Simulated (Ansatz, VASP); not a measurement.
One calculation of Zn4HO4, two programs

```
Zn O H
1.0
     5.60988    0.00000    0.00000
     0.00000    5.60988    0.00000
     0.00000    0.00000    3.27903
Zn O H
4 4 1
Direct
  0.18163 0.18163 0.50000
  0.81837 0.81837 0.50000
  0.68163 0.31837 0.00000
  0.31837 0.68163 0.00000
  0.81847 0.18153 0.50000
  0.18153 0.81847 0.50000
  0.68153 0.68153 0.00000
  0.31847 0.31847 0.00000
  0.99992 0.06837 0.37500
```

Alike in both runs: task single point; functional PBE; k mesh 4 × 4 × 8; occupations gaussian, width 0.05 eV; no spin polarisation.

|  | VASP | Ansatz |
| --- | --- | --- |
| version | VASP 6.6.1 | Ansatz 0.2.0 |
| potentials or method | VASP PAW PBE potentials, release 64 (Zn, O, H), cutoff 520 eV | scalar-relativistic, plane waves, PAW |
| valence electrons in the cell | 73 | 73 |

```tsv
	VASP	Ansatz	Ansatz less VASP
gap on the k mesh at the Fermi level (eV)	none	none	-
pressure (GPa)	14.0	13.0	-1.00
traceless stress, the component that is largest in VASP (GPa)	6.71	6.66	-0.050
rms of the force components (eV/Å)	2.201	2.164	-0.0370
```

Atom by atom the forces differ by 0.044 eV/Å (rms over components). A gap of «none» marks a metal or a gap that the smearing closes.
